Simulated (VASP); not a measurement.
Here is a VASP 6.6.1 calculation.

Contents of INCAR:

```
PREC = Accurate
ENCUT = 520
EDIFF = 1E-6
ISMEAR = 0
SIGMA = 0.1
LREAL = F
LASPH = T
NELM = 100
ALGO = Normal
ISIF = 2
LWAVE = F
LCHARG = T
GGA = PE
LELF = T
LVHAR = T
NBANDS = 30
```

The input KPOINTS:

```
Automatic mesh
0
Gamma
  1 1 1
  0.25 0.25 0.25
```

The input POSCAR:

```
CsPbBr3
1.0
    5.9486308200      0.0000000000      0.0000000000
    0.0000000000      5.9486308200      0.0000000000
    0.0000000000      0.0000000000      5.9486308200
Cs Pb Br
1 1 3
Direct
    0.0000000000      0.0000000000      0.0000000000
    0.5000000000      0.5000000000      0.5000000000
    0.5000000000      0.5000000000      0.0000000000
    0.5000000000      0.0000000000      0.5000000000
    0.0000000000      0.5000000000      0.5000000000
```

Potentials or basis: VASP PAW PBE potentials, release 64 (Cs_sv, Pb_d, Br).

Command:

```console
$ cat potpaw_PBE.64/Cs_sv/POTCAR potpaw_PBE.64/Pb_d/POTCAR potpaw_PBE.64/Br/POTCAR > POTCAR
$ mpirun -np 1 vasp_std > vasp.out
```

Problem. What does it give for the pressure?

Solution. -0.3 GPa.

Caveat: the k points lie up to 1.06 Å⁻¹ apart, too coarse for converged energies, forces and pressures.
